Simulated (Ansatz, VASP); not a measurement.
## MgO in VASP and in Ansatz

INCAR

```
SYSTEM = MgO
PREC     = Accurate       ! precision mode
ENCUT    = 750            ! plane-wave cutoff, eV
EDIFF    = 1E-7           ! SCF threshold, eV
ISMEAR   = -1             ! smearing method
SIGMA    = 0.05           ! smearing width, eV
LREAL    = .FALSE.        ! projectors in reciprocal space
LASPH    = .TRUE.         ! aspherical terms in the spheres
NELM     = 120            ! most SCF steps
ALGO     = Normal         ! electronic algorithm
ISIF     = 3              ! what is computed and relaxed
LWAVE    = .FALSE.        ! write WAVECAR
LCHARG   = .FALSE.        ! write CHGCAR
IBRION   = 2              ! ionic algorithm
NSW      = 100            ! ionic steps
EDIFFG   = -0.002         ! ionic threshold
GGA_COMPAT= .FALSE.      
NELMIN   = 4
```

The input KPOINTS:

```
Automatic mesh
0
G
  14 14 14
  0 0 0
```

Contents of POSCAR:

```
MgO
1.0
    2.1085000000      2.1085000000      0.0000000000
   -2.1085000000      2.1085000000      0.0000000000
    0.0000000000      2.1085000000      2.1085000000
Mg O
1 1
Direct
    0.0000000000      0.0000000000      0.0000000000
    0.5000000000      0.5000000000      0.0000000000
```

Input for Ansatz:

```yaml
crystal:
  lattice:
    - [2.1085, 2.1085, 0.0]
    - [-2.1085, 2.1085, 0.0]
    - [0.0, 2.1085, 2.1085]
  atoms:
    - { symbol: Mg, position: [0.0, 0.0, 0.0] }
    - { symbol: O, position: [0.5, 0.5, 0.0] }
kpoints:
  mp_grid: { grid: [14, 14, 14] }
scf:
  occupations: { method: fermi_dirac, width: 0.05 }
hamiltonian:
  xc: lda
  pseudopotentials: { kind: paw }
relax:
  f_tol: 0.002
  max_steps: 80
  cell: {}
output:
  forces: true
  stress: true
  write_density: true
  write_potential: true
  elf: true
  volumetric_format: npy
```

Alike in both runs: task relaxation of cell and atoms; functional LDA; k mesh 14 × 14 × 14; occupations fermi-dirac, width 0.05 eV; no spin polarisation.

|  | VASP | Ansatz |
| --- | --- | --- |
| version | VASP 6.6.1 | Ansatz 0.2.0 |
| potentials or method | VASP PAW LDA potentials, release 64 (Mg_sv, O) | PAW with Ansatz's default frozen-core files, scalar-relativistic |
| plane-wave cutoff (eV) | 750 | 420 |
| valence electrons in the cell | 16 | 16 |

```csv
,VASP,Ansatz,Ansatz less VASP
"gap on the k mesh at the Fermi level, each at its own relaxed structure (eV)",5.03,5.03,0.000
relaxed volume (Å³/atom),9.01,8.99,-0.012
relaxed length of the cell vector where the two differ most in proportion (Å),2.942,2.941,-0.0013
```

LDA's correlation is that of Perdew and Zunger in VASP and of Perdew and Wang (1992) in Ansatz.
